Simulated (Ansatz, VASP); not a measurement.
## Mo3W in VASP and in Ansatz

```
Mo W
1.0
     4.47557    0.00000    0.00000
     0.00000    4.47557    0.00000
     0.00000    0.00000    3.17545
Mo W
3 1
Direct
  0.00000 0.00000 0.00000
  0.50000 0.00000 0.50000
  0.00000 0.50000 0.50000
  0.50000 0.50000 0.00000
```

Alike in both runs: functional PBE; k mesh 4 × 4 × 6; occupations gaussian, width 0.1 eV; no spin polarisation.

Ansatz relaxed the structure, and its values are those at the end. VASP's run is a single point on that final structure, the one shown.

|  | VASP | Ansatz |
| --- | --- | --- |
| version | VASP 6.6.1 | Ansatz 0.2.0 |
| potentials or method | VASP PAW PBE potentials, release 64 (Mo_sv, W_sv), cutoff 520 eV | scalar-relativistic, plane waves, PAW |
| valence electrons in the cell | 56 | 56 |

|  | VASP | Ansatz | Ansatz less VASP |
| --- | --- | --- | --- |
| gap on the k mesh at the Fermi level (eV) | none | none | - |
| pressure (GPa) | 0.5 | 0.0 | -0.51 |

A gap of «none» marks a metal or a gap that the smearing closes.

Neither program's run includes spin-orbit coupling.
